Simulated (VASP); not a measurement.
Wanted: the native input for a VASP 6.6.1 run.

| Property | Result |
| --- | --- |
| Task | single point |
| Functional | PBEsol |
| Potentials or basis | VASP PAW PBE potentials, release 64 (W_sv) |
| Cutoff | 520 eV |
| k mesh | 11 × 11 × 11 |
| Occupations | fermi-dirac, width 0.05 eV |
| Spin | no spin polarisation |
| Dipole correction | no |
| Further INCAR settings | ALGO = Normal; EDIFF = 1e-06; NBANDS = 13 |

The structure of W lies in POSCAR:

```
W
1.0
    0.0000000000      1.9799923304      1.9799923304
    1.9799923304      0.0000000000      1.9799923304
    1.9799923304      1.9799923304      0.0000000000
W
1
Direct
    0.0000000000      0.0000000000      0.0000000000
```

One way to write it, as run:

INCAR

```
SYSTEM = W
PREC     = Accurate       ! precision mode
ENCUT    = 520            ! plane-wave cutoff, eV
EDIFF    = 1E-6           ! SCF threshold, eV
ISMEAR   = -1             ! smearing method
SIGMA    = 0.05           ! smearing width, eV
LREAL    = .FALSE.        ! projectors in reciprocal space
LASPH    = .TRUE.         ! aspherical terms in the spheres
NELM     = 80             ! most SCF steps
ALGO     = Normal         ! electronic algorithm
ISIF     = 2              ! what is computed and relaxed
LWAVE    = .FALSE.        ! write WAVECAR
LCHARG   = .FALSE.        ! write CHGCAR
GGA      = PS             ! functional
NBANDS   = 13             ! bands
```

KPOINTS

```
regular mesh
0
G
  11 11 11
  0 0 0
```

Potentials or basis: VASP PAW PBE potentials, release 64 (W_sv).

Command:

```bash
$ cat potpaw_PBE.64/W_sv/POTCAR > POTCAR
$ mpirun -np 1 vasp_std > vasp.out
```

Results of the run:

```json
{
  "Pressure": "10.7 GPa",
  "Band gap on the k mesh": "zero (band 7 reaches 14.09 eV, above the bottom of band 8 at 10.45 eV)"
}
```

Caveat: the PAW data sets were made with another functional, which shifts forces and pressure a little; spin-orbit coupling is left out, which moves the levels of the heavy elements.

Run time: 8.2 s on 1 thread of AMD EPYC 7R13 Processor (Zen 3) (shared host), peak memory 0.11 GiB.
